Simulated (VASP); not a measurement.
# FeO (Fm-3m) in VASP: further runs

The runs below take FeO through single point, relaxation of cell and atoms, with b88 exchange, pbe correlation, PBEsol+D3(BJ), PBE+D3(BJ).

All numbers are computed with VASP 6.6.1; they aren't measurements. Logs are shortened: lines on timing, memory, paths and dates and some standing lists are left out, and cuts for length are marked.

**Experimental background.**

“W\"ustite: Electric, thermodynamic and optical properties of FeO”, 2012, arxiv:1203.1201 quotes, for a bulk crystal of FeO: band gap 2.4 eV (optical).

The runs below are set against these values where they give the same quantity.

### Step 1. The cell of the first run

The structure is cubic, space group Fm-3m (No. 225). Conventional cell: a = 4.307 Å, b = 4.307 Å, c = 4.307 Å, α = 90.00°, β = 90.00°, γ = 90.00°. Fe (site symmetry m-3m) has 6 O at 2.15 Å within 2.8 Å. O (site symmetry m-3m) has 6 Fe at 2.15 Å within 2.8 Å.

### Step 2. Single point, b88 exchange, pbe correlation, collinear spin, ferromagnetic start

INCAR

```
  PREC = Accurate
  ENCUT = 600
  EDIFF = 1E-6
  ISMEAR = -1
  SIGMA = 0.05
  LREAL = F
  LASPH = T
  NELM = 200
  ALGO = Normal
  ISIF = 2
  LWAVE = F
  LCHARG = F
  ISPIN = 2
  MAGMOM = 3 0
  LORBIT = 11
  LMAXMIX = 4
  GGA = LIBXC
  LIBXC1 = GGA_X_B88
  LIBXC2 = GGA_C_PBE
  NBANDS = 18
  GGA_COMPAT = F
```

KPOINTS

```
regular mesh
0
Gamma
  11 11 11
```

POSCAR

```
FeO
1.0
    0.0000000000      2.1533010082      2.1533010082
    2.1533010082      0.0000000000      2.1533010082
    2.1533010082      2.1533010082      0.0000000000
Fe O
1 1
Direct
    0.0000000000      0.0000000000      0.0000000000
    0.5000000000      0.5000000000      0.5000000000
```

Potentials or basis: VASP PAW PBE potentials, release 64 (Fe, O).

Run with:

```bash
> cat potpaw_PBE.64/Fe/POTCAR potpaw_PBE.64/O/POTCAR > POTCAR
> mpirun -np 1 vasp_std > vasp.out
```

OUTCAR:

```text
PREC = Accurate
   ENCUT = 600
   EDIFF = 1E-6
   ISMEAR = -1
   LREAL = F
   LASPH = T
   NELM = 200
   ISIF = 2
   ISPIN = 2
   LORBIT = 11
   GGA = LIBXC

 ion  position               nearest neighbor table
   1  0.000  0.000  0.000-   2 2.15   2 2.15   2 2.15   2 2.15   2 2.15   2 2.15
   2  0.500  0.500  0.500-   1 2.15   1 2.15   1 2.15   1 2.15   1 2.15   1 2.15

  LATTYP: Found a face centered cubic cell.
 ALAT       =     4.3066020164

  Lattice vectors:

 A1 = (   0.0000000000,   2.1533010082,   2.1533010082)
 A2 = (   2.1533010082,   0.0000000000,   2.1533010082)
 A3 = (   2.1533010082,   2.1533010082,   0.0000000000)

Analysis of symmetry for initial positions (statically):
=====================================================================
 Subroutine PRICEL returns:
 Original cell was already a primitive cell.

 Routine SETGRP: Setting up the symmetry group for a
 face centered cubic supercell.

 Subroutine GETGRP returns: Found 48 space group operations
 (whereof 48 operations were pure point group operations)
 out of a pool of 48 trial point group operations.

The static configuration has the point symmetry O_h .

Analysis of symmetry for dynamics (positions and initial velocities):
=====================================================================
 Subroutine PRICEL returns:
 Original cell was already a primitive cell.

 Routine SETGRP: Setting up the symmetry group for a
 face centered cubic supercell.

 Subroutine GETGRP returns: Found 48 space group operations
 (whereof 48 operations were pure point group operations)
 out of a pool of 48 trial point group operations.

The dynamic configuration has the point symmetry O_h .

Analysis of structural, dynamic, and magnetic symmetry:
=====================================================================
 Subroutine PRICEL returns:
 Original cell was already a primitive cell.

 Routine SETGRP: Setting up the symmetry group for a
 face centered cubic supercell.

 Subroutine GETGRP returns: Found 48 space group operations
 (whereof 48 operations were pure point group operations)
 out of a pool of 48 trial point group operations.

The overall configuration has the point symmetry O_h .

 Subroutine INISYM returns: Found 48 space group operations
 (whereof 48 operations are pure point group operations),
 and found     1 'primitive' translations

----------------------------------------------------------------------------------------

                                     Primitive cell

  volume of cell :      19.9684

  direct lattice vectors                    reciprocal lattice vectors
     0.000000000  2.153301008  2.153301008    -0.232201628  0.232201628  0.232201628
     2.153301008  0.000000000  2.153301008     0.232201628 -0.232201628  0.232201628
     2.153301008  2.153301008  0.000000000     0.232201628  0.232201628 -0.232201628

  length of vectors
     3.045227490  3.045227490  3.045227490     0.402185018  0.402185018  0.402185018

  position of ions in fractional coordinates (direct lattice)
     0.000000000  0.000000000  0.000000000
     0.500000000  0.500000000  0.500000000

  ion indices of the primitive-cell ions
   primitive index   ion index
                 1           1
                 2           2

----------------------------------------------------------------------------------------

 KPOINTS: regular mesh

Automatic generation of k-mesh.
 Grid dimensions read from file:
 generate k-points for:   11   11   11

 Generating k-lattice:

  Cartesian coordinates                     Fractional coordinates (reciprocal lattice)
    -0.021109239  0.021109239  0.021109239     0.090909091  0.000000000  0.000000000
     0.021109239 -0.021109239  0.021109239     0.000000000  0.090909091  0.000000000
     0.021109239  0.021109239 -0.021109239     0.000000000  0.000000000  0.090909091

  Length of vectors
     0.036562274  0.036562274  0.036562274

  Shift w.r.t. Gamma in fractional coordinates (k-lattice)
     0.000000000  0.000000000  0.000000000

 Subroutine IBZKPT returns following result:
 ===========================================

 Found     56 irreducible k-points:

 Following reciprocal coordinates:
            Coordinates               Weight
  0.000000  0.000000  0.000000      1.000000
  0.090909  0.000000  0.000000      8.000000
  0.181818  0.000000  0.000000      8.000000
  0.272727  0.000000  0.000000      8.000000
  0.363636  0.000000  0.000000      8.000000
  0.454545  0.000000  0.000000      8.000000
[... 16 lines left out ...]
 -0.272727  0.181818  0.000000     24.000000
 -0.181818  0.181818  0.000000     12.000000
 [... further k-points ...]
   k-points           NKPTS =     56   k-points in BZ     NKDIM =     56   number of bands    NBANDS=     18
   number of dos      NEDOS =    301   number of ions     NIONS =      2
   total plane-waves  NPLWV =  13824
   dimension x,y,z NGX =    24 NGY =   24 NGZ =   24
   dimension x,y,z NGXF=    48 NGYF=   48 NGZF=   48
   ions per type =               1   1
   NGX,Y,Z   is equivalent  to a cutoff of  13.10, 13.10, 13.10 a.u.
   NGXF,Y,Z  is equivalent  to a cutoff of  26.20, 26.20, 26.20 a.u.
 SYSTEM =  unknown system
   PREC   = accura    normal or accurate (medium, high low for compatibility)
   ISTART =      0    job   : 0-new  1-cont  2-samecut
   ICHARG =      2    charge: 1-file 2-atom 10-const
   ISPIN  =      2    spin polarized calculation?
   LNONCOLLINEAR =      F non collinear calculations
   LSORBIT =      F    spin-orbit coupling
   LASPH  =      T    aspherical Exc in radial PAW
   ENCUT  =  600.0 eV  44.10 Ry    6.64 a.u.   6.08  6.08  6.08*2*pi/ulx,y,z
   NELM   =    200;   NELMIN=  2; NELMDL= -5     # of ELM steps
   EDIFF  = 0.1E-05   stopping-criterion for ELM
   LREAL  =      F    real-space projection
   EDIFFG = 0.1E-04   stopping-criterion for IOM
   NSW    =      0    number of steps for IOM
   IBRION =     -1    ionic relax: 0-MD 1-quasi-New 2-CG
   NFREE  =      0    steps in history (QN), initial steepest desc. (CG)
   ISIF   =      2    stress and relaxation
   ISYM   =      2    0-nonsym 1-usesym 2-fastsym
   POTIM  = 0.5000    time-step for ionic-motion
   TEBEG  =    0.0;   TEEND  =   0.0 temperature during run
   PSTRESS=    0.0 pullay stress
   NELECT =      14.0000    total number of electrons
   NUPDOWN=      -1.0000    fix difference up-down
   EMIN   =  10.00;   EMAX   =-10.00  energy-range for DOS
   EFERMI =   0.00;   METHOD = LEGACY
   ISMEAR =    -1;   SIGMA  =   0.05  broadening in eV -4-tet -1-fermi 0-gaus
   EFERMI_NEDOS =   21; number of points for ismear=-14 and -15
   IALGO  =     38    algorithm
   IMIX   =      4    mixing-type and parameters
     AMIX     =   0.40;   BMIX     =  1.00
     AMIX_MAG =   1.60;   BMIX_MAG =  1.00
  volume/ion in A,a.u.               =       9.98        67.38
  Fermi-wavevector in a.u.,A,eV,Ry     =   1.454352  2.748326 28.778210  2.115139
  Thomas-Fermi vector in A             =   2.571512
   LORBIT       =     11    0 simple, 1 ext, 2 COOP (PROOUT), +10 PAW based schemes
   GGA     = LIBXC    functional components
   LHFCALC =     F    Hartree Fock is set to
   AEXX    =    0.0000 exact exchange contribution
   IVDW    =     0    specifies the selected vdW correction
   LEPSILON=     F    determine dielectric tensor
   LRPA    =     F    only Hartree local field effects (RPA)
 spin polarized calculation
  energy-cutoff  :      600.00
  volume of cell :       19.97
 maximum number of plane-waves:       677
   NGX = 13   NGY = 13   NGZ = 13

 number of electron      13.9999998 magnetization       3.9996471

 Free energy of the ion-electron system (eV)
  ---------------------------------------------------
  ext. energy  EPLUGINS =         0.00000000
  ---------------------------------------------------
  free energy    TOTEN  =       -14.69411346 eV

  energy without entropy =      -14.68217225  energy(sigma->0) =      -14.68814285

 E-fermi :   6.1622     XC(G=0): -12.2159

 val. band max:        6.1593850445   @ k =  -0.2727   0.3636   0.0909
 cond. band min:       6.1647173748   @ k =  -0.3636   0.2727   0.0909
 fundamental gap:      0.0053323304
 Fermi energy:         6.1621638227

 spin component 1

 k-point     1 :       0.0000    0.0000    0.0000
  band No.  band energies     occupation
      1     -14.5661      1.00000
      2       2.2907      1.00000
      3       2.2907      1.00000
      4       2.2907      1.00000
      5       2.3646      1.00000
      6       2.3646      1.00000
[... 10 lines left out ...]
     17      26.8433      0.00000
     18      29.9742      0.00000
[... 463 lines left out ...]
 k-point    24 :      -0.1818    0.1818    0.0000
  band No.  band energies     occupation
      1     -13.8613      1.00000
      2      -1.1026      1.00000
      3      -0.0302      1.00000
      4       0.4711      1.00000
      5       2.6427      1.00000
      6       2.9202      1.00000
[... 10 lines left out ...]
     17      32.7323      0.00000
     18      34.4993      0.00000

 [... further k-points ...]

 spin component 2

 k-point     1 :       0.0000    0.0000    0.0000
  band No.  band energies     occupation
      1     -14.0300      1.00000
      2       2.9272      1.00000
      3       2.9272      1.00000
      4       2.9272      1.00000
      5       5.4287      1.00000
      6       5.4290      1.00000
[... 10 lines left out ...]
     17      28.4932      0.00000
     18      31.0624      0.00000
[... 463 lines left out ...]
 k-point    24 :      -0.1818    0.1818    0.0000
  band No.  band energies     occupation
      1     -13.3149      1.00000
      2      -0.2124      1.00000
      3       1.4753      1.00000
      4       1.5109      1.00000
      5       5.9057      0.99411
      6       6.1241      0.68156
[... 10 lines left out ...]
     17      33.5317      0.00000
     18      35.2806      0.00000

 [... further k-points ...]
[... 5 lines left out ...]
  --------------------------------------------------------------------------------------
  -------------------------------------------------------------------------------------
  Total       -0.0191595     -0.0191595     -0.0191595      0.0000000      0.0000000      0.0000000
  in kB       -1.5372746     -1.5372746     -1.5372746      0.0000000      0.0000000      0.0000000
  external PRESSURE =      -1.5372746 kB  Pullay stress =       0.0000000 kB

 VOLUME and BASIS-vectors are now :
 -----------------------------------------------------------------------------
  energy-cutoff  :      600.00
  volume of cell :       19.97
      direct lattice vectors                 reciprocal lattice vectors
     0.000000000  2.153301008  2.153301008    -0.232201628  0.232201628  0.232201628
     2.153301008  0.000000000  2.153301008     0.232201628 -0.232201628  0.232201628
     2.153301008  2.153301008  0.000000000     0.232201628  0.232201628 -0.232201628

 POSITION                                       TOTAL-FORCE (eV/Angst)
 -----------------------------------------------------------------------------------
      0.00000      0.00000      0.00000        -0.000000     -0.000000     -0.000000
      2.15330      2.15330      2.15330         0.000000      0.000000      0.000000
 -----------------------------------------------------------------------------------
    total drift:                                0.000000     -0.000000      0.000000

  FREE ENERGIE OF THE ION-ELECTRON SYSTEM (eV)
  ---------------------------------------------------
  free  energy   TOTEN  =       -14.6941134611 eV

  energy  without entropy=      -14.6821722487  energy(sigma->0) =      -14.68814285

 total charge

# of ion       s       p       d       tot
------------------------------------------
    1        0.287   0.360   6.090   6.737
    2        1.550   3.442   0.000   4.993
--------------------------------------------------
tot          1.838   3.802   6.090  11.729

 magnetization (x)

# of ion       s       p       d       tot
------------------------------------------
    1        0.027   0.021   3.570   3.619
    2        0.030   0.271   0.000   0.301
--------------------------------------------------
tot          0.057   0.292   3.570   3.919
```

Wall time 44 s (1 thread of Intel Xeon Platinum 8488C (Sapphire Rapids), shared host); peak memory 0.17 GiB.

Results:

```
Free energy                                           : -14.6941 eV
Pressure                                              : -0.2 GPa
Band gap on the k mesh                                : zero (filled and empty bands overlap)
Net moment                                            : 4.00 μB per cell
Site moments                                          : Fe +3.62; O +0.30 μB
Valence electrons inside the program's atomic spheres : Fe 6.74; O 4.99
```

Caveat: the PAW data sets were made with another functional, which shifts forces and pressure a little; a cell with one magnetic atom can't hold antiferromagnetic order, which such compounds often take; semilocal functionals often make such compounds metallic where correlation or magnetic order opens a gap, which also shifts bond lengths.

(Part 1 of 2 ends here.)
